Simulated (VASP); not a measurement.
# Si5Br2 (P4/mmm) in VASP: further runs

Si5Br2 is run at these levels: PBE; tasks: single point.

Everything below comes from runs of VASP 6.6.1. Logs are shortened: lines on timing, memory, paths and dates and some standing lists are left out, and cuts for length are marked.

### 1 The cell of the first run

The structure is tetragonal, space group P4/mmm (No. 123). The conventional cell has a = 4.517 Å, b = 4.517 Å, c = 6.857 Å, α = 90.00°, β = 90.00°, γ = 90.00°. Si (site symmetry mmm) has 8 Si at 2.54 to 3.19 Å and 4 Br at 3.02 Å within 3.4 Å. Within 3.1 Å of Si (site symmetry 4mm) lie 5 Si at 2.34 to 2.54 Å. Within 1.9 Å of Si (site symmetry 4/mmm) lie 2 Br at 1.42 Å. Br (site symmetry 4mm) has 1 Si at 1.42 Å within 1.9 Å.

The cell was built from a structure type or drawn by symmetry, and may not be a known phase.

### 2 Single point, PBE

File INCAR:

```
SYSTEM = Si5Br2
PREC     = Accurate       ! precision mode
ENCUT    = 520            ! plane-wave cutoff, eV
EDIFF    = 1E-7           ! SCF threshold, eV
ISMEAR   = 0              ! smearing method
SIGMA    = 0.1            ! smearing width, eV
LREAL    = .FALSE.        ! projectors in reciprocal space
LASPH    = .TRUE.         ! aspherical terms in the spheres
NELM     = 60             ! most SCF steps
ALGO     = Normal         ! electronic algorithm
ISIF     = 2              ! what is computed and relaxed
LWAVE    = .FALSE.        ! write WAVECAR
LCHARG   = .FALSE.        ! write CHGCAR
GGA      = PE             ! functional
NBANDS   = 26             ! bands
```

File KPOINTS:

```
regular mesh
0
G
  4 4 4
  0 0 0
```

File POSCAR:

```
Si5Br2
1.0
    4.5165554300      0.0000000000      0.0000000000
    0.0000000000      4.5165554300      0.0000000000
    0.0000000000      0.0000000000      6.8565962700
Si Br
5 2
Direct
    0.0000000000      0.5000000000      0.0000000000
    0.5000000000      0.0000000000      0.0000000000
    0.0000000000      0.0000000000      0.1703036900
    0.0000000000      0.0000000000      0.8296963100
    0.5000000000      0.5000000000      0.5000000000
    0.5000000000      0.5000000000      0.7069827800
    0.5000000000      0.5000000000      0.2930172200
```

Potentials or basis: VASP PAW PBE potentials, release 64 (Si, Br).

On the command line:

```console
$ cat potpaw_PBE.64/Si/POTCAR potpaw_PBE.64/Br/POTCAR > POTCAR
$ mpirun -np 1 vasp_std > vasp.out
```

OUTCAR:

```text
SYSTEM = Si5Br2
   PREC = Accurate
   ENCUT = 520
   EDIFF = 1E-7
   ISMEAR = 0
   LREAL = .FALSE.
   LASPH = .TRUE.
   NELM = 60
   ISIF = 2
   GGA = PE

 ion  position               nearest neighbor table
   1  0.000  0.500  0.000-   3 2.54   4 2.54   3 2.54   4 2.54
   2  0.500  0.000  0.000-   3 2.54   4 2.54   3 2.54   4 2.54
   3  0.000  0.000  0.170-   4 2.34   2 2.54   1 2.54   1 2.54   2 2.54
   4  0.000  0.000  0.830-   3 2.34   2 2.54   1 2.54   1 2.54   2 2.54
   5  0.500  0.500  0.500-   6 1.42   7 1.42
   6  0.500  0.500  0.707-   5 1.42
   7  0.500  0.500  0.293-   5 1.42

 -----------------------------------------------------------------------------
|                                                                             |
|           W    W    AA    RRRRR   N    N  II  N    N   GGGG   !!!           |
|           W    W   A  A   R    R  NN   N  II  NN   N  G    G  !!!           |
|           W    W  A    A  R    R  N N  N  II  N N  N  G       !!!           |
|           W WW W  AAAAAA  RRRRR   N  N N  II  N  N N  G  GGG   !            |
|           WW  WW  A    A  R   R   N   NN  II  N   NN  G    G                |
|           W    W  A    A  R    R  N    N  II  N    N   GGGG   !!!           |
|                                                                             |
|     The distance between some ions is very small. Please check the          |
|     nearest-neighbor list in the OUTCAR file.                               |
|     I HOPE YOU KNOW WHAT YOU ARE DOING!                                     |
|                                                                             |
 -----------------------------------------------------------------------------

  LATTYP: Found a simple tetragonal cell.
 ALAT       =     4.5165554300
 C/A-ratio  =     1.5181029827

  Lattice vectors:

 A1 = (   4.5165554300,   0.0000000000,   0.0000000000)
 A2 = (   0.0000000000,   4.5165554300,   0.0000000000)
 A3 = (   0.0000000000,   0.0000000000,   6.8565962700)

Analysis of symmetry for initial positions (statically):
=====================================================================
 Subroutine PRICEL returns:
 Original cell was already a primitive cell.

 Routine SETGRP: Setting up the symmetry group for a
 simple tetragonal supercell.

 Subroutine GETGRP returns: Found 16 space group operations
 (whereof 16 operations were pure point group operations)
 out of a pool of 16 trial point group operations.

The static configuration has the point symmetry D_4h.

Analysis of symmetry for dynamics (positions and initial velocities):
=====================================================================
 Subroutine PRICEL returns:
 Original cell was already a primitive cell.

 Routine SETGRP: Setting up the symmetry group for a
 simple tetragonal supercell.

 Subroutine GETGRP returns: Found 16 space group operations
 (whereof 16 operations were pure point group operations)
 out of a pool of 16 trial point group operations.

The dynamic configuration has the point symmetry D_4h.

 Subroutine INISYM returns: Found 16 space group operations
 (whereof 16 operations are pure point group operations),
 and found     1 'primitive' translations

----------------------------------------------------------------------------------------

                                     Primitive cell

  volume of cell :     139.8696

  direct lattice vectors                    reciprocal lattice vectors
     4.516555430  0.000000000  0.000000000     0.221407667  0.000000000  0.000000000
     0.000000000  4.516555430  0.000000000     0.000000000  0.221407667  0.000000000
     0.000000000  0.000000000  6.856596270     0.000000000  0.000000000  0.145844959

  length of vectors
     4.516555430  4.516555430  6.856596270     0.221407667  0.221407667  0.145844959

  position of ions in fractional coordinates (direct lattice)
     0.000000000  0.500000000  0.000000000
     0.500000000  0.000000000  0.000000000
     0.000000000  0.000000000  0.170303690
     0.000000000  0.000000000  0.829696310
     0.500000000  0.500000000  0.500000000
     0.500000000  0.500000000  0.706982780
     0.500000000  0.500000000  0.293017220

  ion indices of the primitive-cell ions
   primitive index   ion index
                 1           1
                 2           2
                 3           3
                 4           4
                 5           5
                 6           6
                 7           7

----------------------------------------------------------------------------------------

 KPOINTS: regular mesh

Automatic generation of k-mesh.
 Grid dimensions read from file:
 generate k-points for:    4    4    4

 Generating k-lattice:

  Cartesian coordinates                     Fractional coordinates (reciprocal lattice)
     0.055351917  0.000000000  0.000000000     0.250000000  0.000000000  0.000000000
     0.000000000  0.055351917  0.000000000     0.000000000  0.250000000  0.000000000
     0.000000000  0.000000000  0.036461240     0.000000000  0.000000000  0.250000000

  Length of vectors
     0.055351917  0.055351917  0.036461240

  Shift w.r.t. Gamma in fractional coordinates (k-lattice)
     0.000000000  0.000000000  0.000000000

 Subroutine IBZKPT returns following result:
 ===========================================

 Found     18 irreducible k-points:

 Following reciprocal coordinates:
            Coordinates               Weight
  0.000000  0.000000  0.000000      1.000000
  0.250000  0.000000  0.000000      4.000000
  0.500000  0.000000  0.000000      2.000000
  0.250000  0.250000  0.000000      4.000000
  0.500000  0.250000  0.000000      4.000000
  0.500000  0.500000  0.000000      1.000000
[... 10 lines left out ...]
  0.500000  0.250000  0.500000      4.000000
  0.500000  0.500000  0.500000      1.000000
   k-points           NKPTS =     18   k-points in BZ     NKDIM =     18   number of bands    NBANDS=     26
   number of dos      NEDOS =    301   number of ions     NIONS =      7
   total plane-waves  NPLWV =  69984
   dimension x,y,z NGX =    36 NGY =   36 NGZ =   54
   dimension x,y,z NGXF=    72 NGYF=   72 NGZF=  108
   ions per type =               5   2
   NGX,Y,Z   is equivalent  to a cutoff of  13.25, 13.25, 13.09 a.u.
   NGXF,Y,Z  is equivalent  to a cutoff of  26.50, 26.50, 26.19 a.u.
 SYSTEM =  Si5Br2
   PREC   = accura    normal or accurate (medium, high low for compatibility)
   ISTART =      0    job   : 0-new  1-cont  2-samecut
   ICHARG =      2    charge: 1-file 2-atom 10-const
   ISPIN  =      1    spin polarized calculation?
   LNONCOLLINEAR =      F non collinear calculations
   LSORBIT =      F    spin-orbit coupling
   LASPH  =      T    aspherical Exc in radial PAW
   ENCUT  =  520.0 eV  38.22 Ry    6.18 a.u.   8.40  8.40 12.75*2*pi/ulx,y,z
   NELM   =     60;   NELMIN=  2; NELMDL= -5     # of ELM steps
   EDIFF  = 0.1E-06   stopping-criterion for ELM
   LREAL  =      F    real-space projection
   EDIFFG = 0.1E-05   stopping-criterion for IOM
   NSW    =      0    number of steps for IOM
   IBRION =     -1    ionic relax: 0-MD 1-quasi-New 2-CG
   NFREE  =      0    steps in history (QN), initial steepest desc. (CG)
   ISIF   =      2    stress and relaxation
   ISYM   =      2    0-nonsym 1-usesym 2-fastsym
   POTIM  = 0.5000    time-step for ionic-motion
   TEBEG  =    0.0;   TEEND  =   0.0 temperature during run
   PSTRESS=    0.0 pullay stress
   NELECT =      34.0000    total number of electrons
   NUPDOWN=      -1.0000    fix difference up-down
   EMIN   =  10.00;   EMAX   =-10.00  energy-range for DOS
   EFERMI =   0.00;   METHOD = LEGACY
   ISMEAR =     0;   SIGMA  =   0.10  broadening in eV -4-tet -1-fermi 0-gaus
   EFERMI_NEDOS =   21; number of points for ismear=-14 and -15
   IALGO  =     38    algorithm
   IMIX   =      4    mixing-type and parameters
     AMIX     =   0.40;   BMIX     =  1.00
     AMIX_MAG =   1.60;   BMIX_MAG =  1.00
  volume/ion in A,a.u.               =      19.98       134.84
  Fermi-wavevector in a.u.,A,eV,Ry     =   1.021708  1.930748 14.202943  1.043887
  Thomas-Fermi vector in A             =   2.155347
   LORBIT       =      0    0 simple, 1 ext, 2 COOP (PROOUT), +10 PAW based schemes
   GGA     = PE    functional components
   LHFCALC =     F    Hartree Fock is set to
   AEXX    =    0.0000 exact exchange contribution
   IVDW    =     0    specifies the selected vdW correction
   LEPSILON=     F    determine dielectric tensor
   LRPA    =     F    only Hartree local field effects (RPA)
 non-spin polarized calculation
 Gauss-broadening in eV      SIGMA  =   0.10
  energy-cutoff  :      520.00
  volume of cell :      139.87
 maximum number of plane-waves:      3796
 NGX is ok and might be reduce to    36
   NGX = 17   NGY = 17   NGZ = 25

 number of electron      33.9999997 magnetization

 Free energy of the ion-electron system (eV)
  ---------------------------------------------------
  ext. energy  EPLUGINS =         0.00000000
  ---------------------------------------------------
  free energy    TOTEN  =        10.47262780 eV

  energy without entropy =       10.49136612  energy(sigma->0) =       10.48199696

 E-fermi :   6.7534     XC(G=0):  -9.5390

 val. band max:        6.7124367295   @ k =   0.0000   0.0000   0.5000
 cond. band min:       6.7601993503   @ k =   0.5000   0.0000   0.2500
 fundamental gap:      0.0477626207
 Fermi energy:         6.7533732925

 k-point     1 :       0.0000    0.0000    0.0000
  band No.  band energies     occupation
      1     -15.5370      2.00000
      2     -13.5823      2.00000
      3      -5.9673      2.00000
      4      -2.7295      2.00000
      5      -2.5273      2.00000
      6      -2.5273      2.00000
[... 18 lines left out ...]
     25      11.1036      0.00000
     26      11.1036      0.00000

 k-point     2 :       0.2500    0.0000    0.0000
  band No.  band energies     occupation
      1     -15.5218      2.00000
      2     -13.5675      2.00000
      3      -5.6592      2.00000
      4      -3.5327      2.00000
      5      -2.4697      2.00000
      6      -2.3034      2.00000
[... 18 lines left out ...]
     25      10.2637      0.00000
     26      11.0168      0.00000

 k-point     3 :       0.5000    0.0000    0.0000
  band No.  band energies     occupation
      1     -15.5063      2.00000
      2     -13.5525      2.00000
      3      -5.0426      2.00000
      4      -4.4163      2.00000
      5      -2.4097      2.00000
      6      -2.3374      2.00000
[... 18 lines left out ...]
     25      10.9573      0.00000
     26      11.7277      0.00000

 k-point     4 :       0.2500    0.2500    0.0000
  band No.  band energies     occupation
      1     -15.5073      2.00000
      2     -13.5535      2.00000
      3      -5.3369      2.00000
      4      -3.5063      2.00000
      5      -3.0124      2.00000
      6      -2.2850      2.00000
[... 18 lines left out ...]
     25      10.8084      0.00000
     26      10.9985      0.00000
[... 322 lines left out ...]
      1     -15.4895      2.00000
      2     -13.5951      2.00000
      3      -5.0007      2.00000
      4      -3.3648      2.00000
      5      -2.7920      2.00000
      6      -2.6749      2.00000
[... 18 lines left out ...]
     25      10.8139      0.00000
     26      10.9515      0.00000

 k-point    17 :       0.5000    0.2500    0.5000
  band No.  band energies     occupation
      1     -15.4764      2.00000
      2     -13.5770      2.00000
      3      -4.5165      2.00000
      4      -3.2479      2.00000
      5      -3.0690      2.00000
      6      -2.9654      2.00000
[... 18 lines left out ...]
     25      11.1992      0.00000
     26      11.5870      0.00000

 k-point    18 :       0.5000    0.5000    0.5000
  band No.  band energies     occupation
      1     -15.4639      2.00000
      2     -13.5606      2.00000
      3      -3.6925      2.00000
      4      -3.1748      2.00000
      5      -2.9115      2.00000
      6      -2.9115      2.00000
[... 18 lines left out ...]
     25      11.8500      0.00000
     26      12.1464      0.00000

------------------------ aborting loop because EDIFF is reached ----------------------------------------

  FORCE on cell =-STRESS in cart. coord.  units (eV):
  Direction    XX          YY          ZZ          XY          YZ          ZX
  --------------------------------------------------------------------------------------
  -------------------------------------------------------------------------------------
  Total        5.6536851      5.6536851    228.5614725      0.0000000      0.0000000     -0.0000000
  in kB       64.7618028     64.7618028   2618.1247763      0.0000000      0.0000000     -0.0000000
  external PRESSURE =     915.8827940 kB  Pullay stress =       0.0000000 kB

 VOLUME and BASIS-vectors are now :
 -----------------------------------------------------------------------------
  energy-cutoff  :      520.00
  volume of cell :      139.87
      direct lattice vectors                 reciprocal lattice vectors
     4.516555430  0.000000000  0.000000000     0.221407667  0.000000000  0.000000000
     0.000000000  4.516555430  0.000000000     0.000000000  0.221407667  0.000000000
     0.000000000  0.000000000  6.856596270     0.000000000  0.000000000  0.145844959

 POSITION                                       TOTAL-FORCE (eV/Angst)
 -----------------------------------------------------------------------------------
      0.00000      2.25828      0.00000        -0.000000      0.000000      0.000000
      2.25828      0.00000      0.00000        -0.000000      0.000000      0.000000
      0.00000      0.00000      1.16770        -0.000000      0.000000      0.310547
      0.00000      0.00000      5.68889         0.000000     -0.000000     -0.310547
      2.25828      2.25828      3.42830        -0.000000      0.000000      0.000000
      2.25828      2.25828      4.84750        -0.000000      0.000000     76.243039
      2.25828      2.25828      2.00910        -0.000000     -0.000000    -76.243039
 -----------------------------------------------------------------------------------
    total drift:                                0.000000      0.000000     -0.000000

  FREE ENERGIE OF THE ION-ELECTRON SYSTEM (eV)
  ---------------------------------------------------
  free  energy   TOTEN  =        10.4726278025 eV

  energy  without entropy=       10.4913661200  energy(sigma->0) =       10.48199696
```

Run time: 2.4 min. Hardware: 1 thread of Oxide Virtual Turin-like, shared host; peak memory 0.23 GiB.

What came out:

```yaml
Free_energy: 10.4726 eV
Pressure: 91.6 GPa
Largest_force: 76.243 eV/Å
Band_gap_on_the_k_mesh: zero (bands 17 and 18 overlap by 2.24 eV)
```

Forces on the atoms (eV/Å):
```
Si    0.000   0.000   0.000
Si    0.000   0.000   0.000
Si    0.000   0.000   0.311
Si    0.000   0.000  -0.311
Si    0.000   0.000   0.000
Br    0.000   0.000  76.243
Br    0.000   0.000 -76.243
```

Stress tensor (GPa, compression positive):
```
  6.48   0.00   0.00
  0.00   6.48   0.00
  0.00   0.00 261.81
```

Levels at points of the mesh, in eV from the Fermi level:
| k point | band 14 | band 15 | band 16 | band 17 | band 18 | band 19 | band 20 | band 21 |
| --- | --- | --- | --- | --- | --- | --- | --- | --- |
| (0.00, 0.00, 0.00) | -3.39 | -2.32 | -0.34 | 0.63 | 0.63 | 0.75 | 0.75 | 2.14 |
| (0.50, 0.00, 0.00) | -2.11 | -1.77 | -1.56 | 0.15 | 0.21 | 0.51 | 1.12 | 1.57 |
| (0.50, 0.50, 0.00) | -1.97 | -1.62 | -1.62 | 1.79 | 1.79 | 2.65 | 3.33 | 3.33 |
| (0.00, 0.00, 0.50) | -2.54 | -1.24 | -0.72 | -0.04 | -0.04 | 0.11 | 1.68 | 1.68 |
| (0.50, 0.00, 0.50) | -2.75 | -1.05 | -0.63 | -0.61 | -0.16 | 0.84 | 1.45 | 1.95 |
| (0.50, 0.50, 0.50) | -2.55 | -1.51 | -0.91 | 1.63 | 2.39 | 2.39 | 2.55 | 2.66 |

Caveat: atoms lie so close that the PAW spheres overlap strongly, which falsifies energies and pressures; the cell stands under pressure; forces of over 1 eV/Å act on the atoms, so gaps and moduli don't describe the material at rest.

### 3 Single point, PBE

This run uses another cell than the first one, of 23.39 Å³/atom.

File INCAR:

```
SYSTEM = Si5Br2
PREC = Accurate
ENCUT = 520
EDIFF = 1E-6
ISMEAR = 0
SIGMA = 0.1
LREAL = .False.
LASPH = .True.
NELM = 100
ALGO = Normal
ISIF = 2
LWAVE = .False.
LCHARG = .True.
GGA = PE
LELF = .True.
LVHAR = .True.
NBANDS = 26
```

File KPOINTS:

```
regular mesh
0
Gamma
  4 4 4
  0 0 0
```

File POSCAR:

```
Si5Br2
1.0
    3.6538826683      0.0000000000      0.0000000000
    0.0000000000      3.6538826683      0.0000000000
    0.0000000000      0.0000000000     12.2644174919
Si Br
5 2
Direct
    0.0000000000      0.5000000000      0.0000000000
    0.5000000000      0.0000000000      0.0000000000
    0.0000000000      0.0000000000      0.1411389454
    0.0000000000      0.0000000000      0.8588610546
    0.5000000000      0.5000000000      0.5000000000
    0.5000000000      0.5000000000      0.7102125726
    0.5000000000      0.5000000000      0.2897874274
```

Potentials or basis: VASP PAW PBE potentials, release 64 (Si, Br).

On the command line:

```console
$ cat potpaw_PBE.64/Si/POTCAR potpaw_PBE.64/Br/POTCAR > POTCAR
$ mpirun -np 1 vasp_std > vasp.out
```

It took 2.3 min on 1 thread of Oxide Virtual Turin-like, shared host; peak memory 0.24 GiB.

The run converged. Its results:

- Free energy: -27.5598 eV
- Pressure: 0.0 GPa
- Largest force: 0.027 eV/Å
- Band gap on the k mesh: zero (bands 17 and 18 overlap by 1.33 eV)

Forces on the atoms (eV/Å):
```
Si   0.000  0.000  0.000
Si   0.000  0.000  0.000
Si   0.000  0.000 -0.027
Si   0.000  0.000  0.027
Si   0.000  0.000  0.000
Br   0.000  0.000  0.007
Br   0.000  0.000 -0.007
```

Levels at points of the mesh, in eV from the Fermi level:
```
           k point  band 15  band 16  band 17  band 18  band 19  band 20
(0.00, 0.00, 0.00)    -1.60    -0.69     0.34     1.15     1.15     1.76
(0.50, 0.00, 0.00)    -1.78    -0.57     0.44     0.56     0.79     1.01
(0.50, 0.50, 0.00)    -2.57    -2.57    -1.27    -0.46    -0.46     0.34
(0.00, 0.00, 0.50)    -2.04    -0.22    -0.07     1.07     1.07     1.76
(0.50, 0.00, 0.50)    -1.31    -1.22     0.44     0.48     0.55     1.15
(0.50, 0.50, 0.50)    -2.74    -2.74    -1.55    -0.21    -0.21     0.33
```

Caveat: the k points lie up to 0.43 Å⁻¹ apart, too coarse for converged energies and pressures of a metal.
